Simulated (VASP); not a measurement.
## ZnCu: single point with PBEsol

Crystal: ZnCu.

```xyz
2
Lattice="2.9838 0.0000 0.0000 0.0000 2.9838 0.0000 0.0000 0.0000 2.9838" Properties=species:S:1:pos:R:3 pbc="T T T"
Zn    1.4919    1.4919    1.4919
Cu    0.0000    0.0000    0.0000
```

```yaml
Program: VASP 6.6.1
Task: single point
Functional: PBEsol
Potentials_or_basis: VASP PAW PBE potentials, release 64 (Zn, Cu)
Cutoff: 520 eV
k_mesh: 14 × 14 × 14
Occupations: fermi-dirac, width 0.05 eV
Spin: no spin polarisation
Dipole_correction: no
Further_INCAR_settings: ALGO = Normal; EDIFF = 1e-06; NBANDS = 18
```

```yaml
Pressure: -8.2 GPa
Band_gap_on_the_k_mesh: zero (an odd number of electrons rules out a gap without spin polarisation)
```

Levels at points of the mesh, in eV from the Fermi level:
```
           k point  band 9  band 10  band 11  band 12  band 13  band 14  band 15  band 16
(0.00, 0.00, 0.00)   -2.66    -2.66    -2.66     6.05     6.05     6.05    11.01    11.01
(0.50, 0.00, 0.00)   -3.17    -3.17    -2.73    -1.97    11.34    11.34    11.98    11.98
(0.50, 0.50, 0.00)   -2.81    -2.43    -1.79    -1.79     1.58     1.94    13.47    15.18
(0.50, 0.50, 0.50)   -2.41    -2.41     3.55     4.23     4.23     4.23     4.38     4.38
```

Run time: 23 s on 1 thread of Intel(R) Xeon(R) Platinum 8488C (Sapphire Rapids), on a shared host, peak memory 0.18 GiB.

Caveat: the cell stands under tension; the PAW data sets were made with another functional, which shifts forces and pressure a little.
